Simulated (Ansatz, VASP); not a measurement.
# Two plane-wave programs on Ru

```
CELL_PARAMETERS angstrom
2.72356 0.00000 0.00000
-1.36178 2.35867 0.00000
0.00000 0.00000 4.28908
ATOMIC_POSITIONS crystal
Ru 0.33333 0.66667 0.25000
Ru 0.66667 0.33333 0.75000
```

Alike in both runs: task single point; functional PBE; k mesh 2 × 2 × 1; occupations fermi-dirac, width 0.1 eV; no spin polarisation.

|  | VASP | Ansatz |
| --- | --- | --- |
| version | VASP 6.6.1 | Ansatz 0.2.0 |
| potentials or method | VASP PAW PBE potentials, release 64 (Ru_pv), cutoff 520 eV | plane waves (420 eV) with PAW, scalar-relativistic |
| valence electrons in the cell | 28 | 32 |

```csv
,VASP,Ansatz,Ansatz less VASP
pressure (GPa),6.8,6.6,-0.12
"traceless stress, the component that is largest in VASP (GPa)",6.09,6.50,+0.412
```

VASP's potentials hold 28 valence electrons a cell and Ansatz's 32, so a difference there can come from the potentials and not from the codes.

The k mesh is coarse, so the values compare programs but aren't converged.
